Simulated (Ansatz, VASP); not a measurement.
WC in VASP and in Ansatz

The input INCAR:

```
PREC = Accurate
ENCUT = 520
EDIFF = 1E-6
ISMEAR = -1
SIGMA = 0.05
LREAL = False
LASPH = True
NELM = 100
ALGO = Normal
ISIF = 2
LWAVE = False
LCHARG = False
GGA = PE
NBANDS = 16
```

Contents of KPOINTS:

```
Automatic mesh
0
Gamma
  10 10 9
```

POSCAR

```
WC
1.0
    2.9005014360      0.0000000000      0.0000000000
   -1.4502507180      2.5119079273      0.0000000000
    0.0000000000      0.0000000000      2.8290000000
W C
1 1
Direct
    0.0000000000      0.0000000000      0.0000000000
    0.6666666667      0.3333333333      0.5000000000
```

Input for Ansatz:

```yaml
crystal:
  lattice:
    - [2.900501436, 0.0, 0.0]
    - [-1.450250718, 2.5119079273, 0.0]
    - [0.0, 0.0, 2.829]
  atoms:
    - { symbol: W, position: [0.0, 0.0, 0.0] }
    - { symbol: C, position: [0.6666666667, 0.3333333333, 0.5] }
kpoints:
  mp_grid: { grid: [10, 10, 9] }
scf:
  occupations: { method: fermi_dirac, width: 0.05 }
hamiltonian:
  xc: pbe
  pseudopotentials: { kind: all_electron, lapw: { basis_error: 0.001 } }
output:
  forces: true
  stress: true
  eigenvalues: true
```

Alike in both runs: task single point; functional PBE; k mesh 10 × 10 × 9; occupations fermi-dirac, width 0.05 eV; no spin polarisation.

|  | VASP | Ansatz |
| --- | --- | --- |
| version | VASP 6.6.1 | Ansatz 0.2.0 |
| potentials or method | VASP PAW PBE potentials, release 64 (W_sv, C), cutoff 520 eV | all-electron LAPW, scalar-relativistic |

Ansatz gave:

| Property | Result |
| --- | --- |
| pressure (GPa) | 8.6 |
| traceless stress, the component that is largest in VASP (GPa) | 0.05 |

Task: What did VASP give for the same quantities?

Result: Pressure (GPa): 9.6; traceless stress, the component that is largest in VASP (GPa): 0.24.

Ansatz ran all-electron here, and VASP with PAW potentials.

Spin-orbit coupling is off throughout.
